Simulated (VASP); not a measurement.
# MoS2 in VASP: single point with PBE+D3(BJ)

Aim: the single point of MoS2 with PBE+D3(BJ).

Everything below comes from runs of VASP 6.6.1. Logs are shortened: lines on timing, memory, paths and dates and some standing lists are left out, and cuts for length are marked.

## Step 1: The cell of the first run

The cell holds a slab with vacuum, 6 atoms: a = 3.136 Å, b = 3.136 Å, c = 45.467 Å, α = 90.00°, β = 90.00°, γ = 120.00°.

## Step 2: Single point, PBE+D3(BJ)

INCAR reads:

```
PREC = Accurate
ENCUT = 520
EDIFF = 1E-6
ISMEAR = 0
SIGMA = 0.1
LREAL = F
LASPH = T
NELM = 100
ALGO = Normal
ISIF = 2
LWAVE = F
LCHARG = F
LDIPOL = T
IDIPOL = 3
DIPOL = 0.5 0.5 0.500
GGA = PE
IVDW = 12
NBANDS = 35
```

KPOINTS reads:

```
Automatic mesh
0
Gamma
  18 18 1
```

POSCAR reads:

```
MoS2
1.0
    3.1356825285      0.0000000000      0.0000000000
   -1.5678412643      2.7155807279      0.0000000000
    0.0000000000      0.0000000000     45.4667540098
S Mo
4 2
Direct
    0.0000000000      0.0000000000      0.3997289307
    0.3333333333      0.6666666667      0.4702689534
    0.6666666667      0.3333333333      0.5297162260
    0.3333333333      0.6666666667      0.6002466297
    0.6666666667      0.3333333333      0.4351252778
    0.0000000000      0.0000000000      0.5649139825
```

Potentials or basis: VASP PAW PBE potentials, release 64 (S, Mo_sv).

The run is started by

```
cat potpaw_PBE.64/S/POTCAR potpaw_PBE.64/Mo_sv/POTCAR > POTCAR
mpirun -np 1 vasp_std > vasp.out
```

OUTCAR:

```text
PREC = Accurate
   ENCUT = 520
   EDIFF = 1E-6
   ISMEAR = 0
   LREAL = F
   LASPH = T
   NELM = 100
   ISIF = 2
   GGA = PE
   IVDW = 12
 IVDW          = 12

 ion  position               nearest neighbor table
   1  0.000  0.000  0.400-   5 2.42   5 2.42   5 2.42
   2  0.333  0.667  0.470-   5 2.41   5 2.41   5 2.41
   3  0.667  0.333  0.530-   6 2.42   6 2.42   6 2.42
   4  0.333  0.667  0.600-   6 2.42   6 2.42   6 2.42
   5  0.667  0.333  0.435-   2 2.41   2 2.41   2 2.41   1 2.42   1 2.42   1 2.42
   6  0.000  0.000  0.565-   3 2.42   3 2.42   3 2.42   4 2.42   4 2.42   4 2.42

  LATTYP: Found a hexagonal cell.
 ALAT       =     3.1356825285
 C/A-ratio  =    14.4997950515

  Lattice vectors:

 A1 = (   3.1356825285,   0.0000000000,   0.0000000000)
 A2 = (  -1.5678412643,   2.7155807279,   0.0000000000)
 A3 = (   0.0000000000,   0.0000000000,  45.4667540098)

Analysis of symmetry for initial positions (statically):
=====================================================================
 Subroutine PRICEL returns:
 Original cell was already a primitive cell.

 Routine SETGRP: Setting up the symmetry group for a
 hexagonal supercell.

 Subroutine GETGRP returns: Found  6 space group operations
 (whereof  6 operations were pure point group operations)
 out of a pool of 24 trial point group operations.

The static configuration has the point symmetry C_3v.

Analysis of symmetry for dynamics (positions and initial velocities):
=====================================================================
 Subroutine PRICEL returns:
 Original cell was already a primitive cell.

 Routine SETGRP: Setting up the symmetry group for a
 hexagonal supercell.

 Subroutine GETGRP returns: Found  6 space group operations
 (whereof  6 operations were pure point group operations)
 out of a pool of 24 trial point group operations.

The dynamic configuration has the point symmetry C_3v.

 Subroutine INISYM returns: Found  6 space group operations
 (whereof  6 operations are pure point group operations),
 and found     1 'primitive' translations

----------------------------------------------------------------------------------------

                                     Primitive cell

  volume of cell :     387.1585

  direct lattice vectors                    reciprocal lattice vectors
     3.135682528  0.000000000  0.000000000     0.318909836  0.184122679  0.000000000
    -1.567841264  2.715580728  0.000000000     0.000000000  0.368245359  0.000000000
     0.000000000  0.000000000 45.466754010     0.000000000  0.000000000  0.021994093

  length of vectors
     3.135682528  3.135682529 45.466754010     0.368245359  0.368245359  0.021994093

  position of ions in fractional coordinates (direct lattice)
     0.000000000  0.000000000  0.399728931
     0.333333333  0.666666667  0.470268953
     0.666666667  0.333333333  0.529716226
     0.333333333  0.666666667  0.600246630
     0.666666667  0.333333333  0.435125278
     0.000000000  0.000000000  0.564913983

  ion indices of the primitive-cell ions
   primitive index   ion index
                 1           1
                 2           2
                 3           3
                 4           4
                 5           5
                 6           6

----------------------------------------------------------------------------------------

 KPOINTS: Automatic mesh

Automatic generation of k-mesh.
 Grid dimensions read from file:
 generate k-points for:   18   18    1

 Generating k-lattice:

  Cartesian coordinates                     Fractional coordinates (reciprocal lattice)
     0.017717213  0.010229038  0.000000000     0.055555556 -0.000000000  0.000000000
     0.000000000  0.020458075  0.000000000     0.000000000  0.055555556  0.000000000
     0.000000000  0.000000000  0.021994093     0.000000000  0.000000000  1.000000000

  Length of vectors
     0.020458075  0.020458075  0.021994093

  Shift w.r.t. Gamma in fractional coordinates (k-lattice)
     0.000000000  0.000000000  0.000000000

 Subroutine IBZKPT returns following result:
 ===========================================

 Found     37 irreducible k-points:

 Following reciprocal coordinates:
            Coordinates               Weight
  0.000000  0.000000  0.000000      1.000000
  0.055556  0.000000  0.000000      6.000000
  0.111111  0.000000  0.000000      6.000000
  0.166667  0.000000  0.000000      6.000000
  0.222222  0.000000  0.000000      6.000000
  0.277778  0.000000  0.000000      6.000000
[... 16 lines left out ...]
  0.333333  0.111111  0.000000     12.000000
  0.388889  0.111111  0.000000     12.000000
 [... further k-points ...]
   k-points           NKPTS =     37   k-points in BZ     NKDIM =     37   number of bands    NBANDS=     35
   number of dos      NEDOS =    301   number of ions     NIONS =      6
   total plane-waves  NPLWV = 201600
   dimension x,y,z NGX =    24 NGY =   24 NGZ =  350
   dimension x,y,z NGXF=    48 NGYF=   48 NGZF=  700
   ions per type =               4   2
   NGX,Y,Z   is equivalent  to a cutoff of  12.72, 12.72, 12.80 a.u.
   NGXF,Y,Z  is equivalent  to a cutoff of  25.45, 25.45, 25.59 a.u.
 SYSTEM =  unknown system
   PREC   = accura    normal or accurate (medium, high low for compatibility)
   ISTART =      0    job   : 0-new  1-cont  2-samecut
   ICHARG =      2    charge: 1-file 2-atom 10-const
   ISPIN  =      1    spin polarized calculation?
   LNONCOLLINEAR =      F non collinear calculations
   LSORBIT =      F    spin-orbit coupling
   LASPH  =      T    aspherical Exc in radial PAW
   ENCUT  =  520.0 eV  38.22 Ry    6.18 a.u.   5.83  5.83 84.54*2*pi/ulx,y,z
   NELM   =    100;   NELMIN=  2; NELMDL= -5     # of ELM steps
   EDIFF  = 0.1E-05   stopping-criterion for ELM
   LREAL  =      F    real-space projection
   EDIFFG = 0.1E-04   stopping-criterion for IOM
   NSW    =      0    number of steps for IOM
   IBRION =     -1    ionic relax: 0-MD 1-quasi-New 2-CG
   NFREE  =      0    steps in history (QN), initial steepest desc. (CG)
   ISIF   =      2    stress and relaxation
   ISYM   =      2    0-nonsym 1-usesym 2-fastsym
   POTIM  = 0.5000    time-step for ionic-motion
   TEBEG  =    0.0;   TEEND  =   0.0 temperature during run
   PSTRESS=    0.0 pullay stress
   NELECT =      52.0000    total number of electrons
   NUPDOWN=      -1.0000    fix difference up-down
   EMIN   =  10.00;   EMAX   =-10.00  energy-range for DOS
   EFERMI =   0.00;   METHOD = LEGACY
   ISMEAR =     0;   SIGMA  =   0.10  broadening in eV -4-tet -1-fermi 0-gaus
   EFERMI_NEDOS =   21; number of points for ismear=-14 and -15
   IALGO  =     38    algorithm
   IMIX   =      4    mixing-type and parameters
     AMIX     =   0.40;   BMIX     =  1.00
     AMIX_MAG =   1.60;   BMIX_MAG =  1.00
  volume/ion in A,a.u.               =      64.53       435.45
  Fermi-wavevector in a.u.,A,eV,Ry     =   0.838391  1.584328  9.563517  0.702899
  Thomas-Fermi vector in A             =   1.952437
   LORBIT       =      0    0 simple, 1 ext, 2 COOP (PROOUT), +10 PAW based schemes
   GGA     = PE    functional components
   LHFCALC =     F    Hartree Fock is set to
   AEXX    =    0.0000 exact exchange contribution
   IVDW    =    12    specifies the selected vdW correction
   LEPSILON=     F    determine dielectric tensor
   LRPA    =     F    only Hartree local field effects (RPA)
 non-spin polarized calculation
 Gauss-broadening in eV      SIGMA  =   0.10
  energy-cutoff  :      520.00
  volume of cell :      387.16
 maximum number of plane-waves:     10480
 NGX is ok and might be reduce to    24
   NGX = 11   NGY = 11   NGZ =169

 dipolmoment           0.000000      0.000000      0.001573 electrons x Angstroem

 number of electron      52.0000002 magnetization

 dipolmoment           0.000000      0.000000     -0.001826 electrons x Angstroem

 Free energy of the ion-electron system (eV)
  ---------------------------------------------------
  ext. energy  EPLUGINS =         0.00000000
  ---------------------------------------------------
  free energy    TOTEN  =       -41.94249520 eV

  energy without entropy =      -41.93270089  energy(sigma->0) =      -41.93759805

 E-fermi :  -1.5697     XC(G=0):  -3.3153

 val. band max:       -1.6058086629   @ k =   0.0000   0.0000   0.0000
 cond. band min:      -1.5381614456   @ k =   0.0556   0.0000   0.0000
 fundamental gap:      0.0676472172
 Fermi energy:        -1.5696730673

 k-point     1 :       0.0000    0.0000    0.0000
  band No.  band energies     occupation
      1     -63.3417      2.00000
      2     -63.3249      2.00000
      3     -37.4264      2.00000
      4     -37.4203      2.00000
      5     -37.2866      2.00000
      6     -37.2866      2.00000
[... 27 lines left out ...]
     34       1.7341      0.00000
     35       2.8697      0.00000

 k-point     2 :       0.0556    0.0000    0.0000
  band No.  band energies     occupation
      1     -63.3403      2.00000
      2     -63.3236      2.00000
      3     -37.4238      2.00000
      4     -37.4178      2.00000
      5     -37.2997      2.00000
      6     -37.2896      2.00000
[... 27 lines left out ...]
     34       1.7145      0.00000
     35       2.9702      0.00000

 k-point     3 :       0.1111    0.0000    0.0000
  band No.  band energies     occupation
      1     -63.3364      2.00000
      2     -63.3196      2.00000
      3     -37.4164      2.00000
      4     -37.4104      2.00000
      5     -37.3374      2.00000
      6     -37.3144      2.00000
[... 27 lines left out ...]
     34       1.6738      0.00000
     35       3.1794      0.00000

 k-point     4 :       0.1667    0.0000    0.0000
  band No.  band energies     occupation
      1     -63.3304      2.00000
      2     -63.3137      2.00000
      3     -37.4054      2.00000
      4     -37.3992      2.00000
      5     -37.3943      2.00000
      6     -37.3715      2.00000
[... 27 lines left out ...]
     34       1.6582      0.00000
     35       3.4881      0.00000

 k-point     5 :       0.2222    0.0000    0.0000
  band No.  band energies     occupation
      1     -63.3231      2.00000
      2     -63.3063      2.00000
      3     -37.4646      2.00000
      4     -37.4415      2.00000
      5     -37.3908      2.00000
      6     -37.3848      2.00000
[... 638 lines left out ...]
 k-point    22 :       0.2778    0.1111    0.0000
  band No.  band energies     occupation
      1     -63.3058      2.00000
      2     -63.2891      2.00000
      3     -37.6040      2.00000
      4     -37.5809      2.00000
      5     -37.3858      2.00000
      6     -37.3634      2.00000
[... 27 lines left out ...]
     34       2.4638      0.00000
     35       4.7474      0.00000

 k-point    23 :       0.3333    0.1111    0.0000
  band No.  band energies     occupation
      1     -63.3002      2.00000
      2     -63.2834      2.00000
      3     -37.6515      2.00000
      4     -37.6283      2.00000
      5     -37.4022      2.00000
      6     -37.3792      2.00000
[... 27 lines left out ...]
     34       2.6672      0.00000
     35       4.4169      0.00000

 k-point    24 :       0.3889    0.1111    0.0000
  band No.  band energies     occupation
      1     -63.2964      2.00000
      2     -63.2797      2.00000
      3     -37.6823      2.00000
      4     -37.6591      2.00000
      5     -37.4130      2.00000
      6     -37.3900      2.00000
[... 27 lines left out ...]
     34       2.7685      0.00000
     35       4.0927      0.00000

 [... further k-points ...]

------------------------ aborting loop because EDIFF is reached ----------------------------------------

 vacuum level on the upper side and lower side of the slab       (xc-potential included)        -0.168        -0.131

 Edisp (eV)   -2.30803

 E8    (eV) :    -0.9656

  FORCE on cell =-STRESS in cart. coord.  units (eV):
  Direction    XX          YY          ZZ          XY          YZ          ZX
  --------------------------------------------------------------------------------------
  -------------------------------------------------------------------------------------
  Total       0.19325     0.19325    -0.00278    -0.00000     0.00000    -0.00000
  in kB       0.79971     0.79971    -0.01150    -0.00000     0.00000    -0.00000
  external pressure =        0.53 kB  Pullay stress =        0.00 kB

 VOLUME and BASIS-vectors are now :
 -----------------------------------------------------------------------------
  energy-cutoff  :      520.00
  volume of cell :      387.16
      direct lattice vectors                 reciprocal lattice vectors
     3.135682528  0.000000000  0.000000000     0.318909836  0.184122679  0.000000000
    -1.567841264  2.715580728  0.000000000     0.000000000  0.368245359  0.000000000
     0.000000000  0.000000000 45.466754010     0.000000000  0.000000000  0.021994093

 POSITION                                       TOTAL-FORCE (eV/Angst)
 -----------------------------------------------------------------------------------
      0.00000      0.00000     18.17438         0.000000     -0.000000      0.003260
     -0.00000      1.81039     21.38160        -0.000000      0.000000     -0.015138
      1.56784      0.90519     24.08448        -0.000000      0.000000      0.013940
     -0.00000      1.81039     27.29127         0.000000     -0.000000     -0.006347
      1.56784      0.90519     19.78373         0.000000     -0.000000      0.004612
      0.00000      0.00000     25.68481         0.000000     -0.000000     -0.000327
 -----------------------------------------------------------------------------------
    total drift:                               -0.000000      0.000000     -0.000257

  FREE ENERGIE OF THE ION-ELECTRON SYSTEM (eV)
  ---------------------------------------------------
  free  energy   TOTEN  =       -44.2505250278 eV

  energy  without entropy=      -44.2407307117  energy(sigma->0) =      -44.24562787

 vacuum level on the upper side and lower side of the slab         3.343         3.374
```

Wall time 16 min (1 thread of Intel Xeon 6975P-C, shared host); peak memory 0.74 GiB.

Results:

```yaml
Free_energy: -44.2505 eV
Largest_force: 0.015 eV/Å
Band_gap_on_the_k_mesh: zero (band 26 reaches -1.16 eV, above the bottom of band 27 at -1.72 eV)
Dispersion_energy_per_atom: -0.385 eV
```

Forces on the atoms (eV/Å):
```
S    0.000  0.000  0.003
S    0.000  0.000 -0.015
S    0.000  0.000  0.014
S    0.000  0.000 -0.006
Mo   0.000  0.000  0.005
Mo   0.000  0.000  0.000
```

Levels at points of the mesh, in eV from the Fermi level:
```tsv
k point	band 24	band 25	band 26	band 27	band 28	band 29
(0.00, 0.00, 0.00)	-0.85	-0.85	-0.39	-0.15	-0.15	-0.04
(0.50, 0.00, 0.00)	-2.17	-1.64	-1.41	1.28	1.31	1.84
```
